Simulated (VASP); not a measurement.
A run of VASP 6.6.1 is set up as follows.

The input INCAR:

```
PREC = Accurate
ENCUT = 520
EDIFF = 1E-6
ISMEAR = 0
SIGMA = 0.01
LREAL = F
LASPH = T
NELM = 100
ALGO = Normal
ISIF = 2
LWAVE = F
LCHARG = F
GGA = PE
NBANDS = 12
```

Contents of KPOINTS:

```
Automatic mesh
0
Gamma
  6 6 6
```

Contents of POSCAR:

```
LiF
1.0
    0.0000000000      2.0705987934      2.0705987934
    2.0705987934      0.0000000000      2.0705987934
    2.0705987934      2.0705987934      0.0000000000
Li F
1 1
Direct
    0.0000000000      0.0000000000      0.0000000000
    0.2500000000      0.2500000000      0.2500000000
```

Potentials or basis: VASP PAW PBE potentials, release 64 (Li_sv, F).

Command:

```bash
$ cat potpaw_PBE.64/Li_sv/POTCAR potpaw_PBE.64/F/POTCAR > POTCAR
$ mpirun -np 1 vasp_std > vasp.out
```

Q: Predict the band gap on the k mesh.

A: 8.53 eV, direct.

Caveat: the k points lie up to 0.44 Å⁻¹ apart.
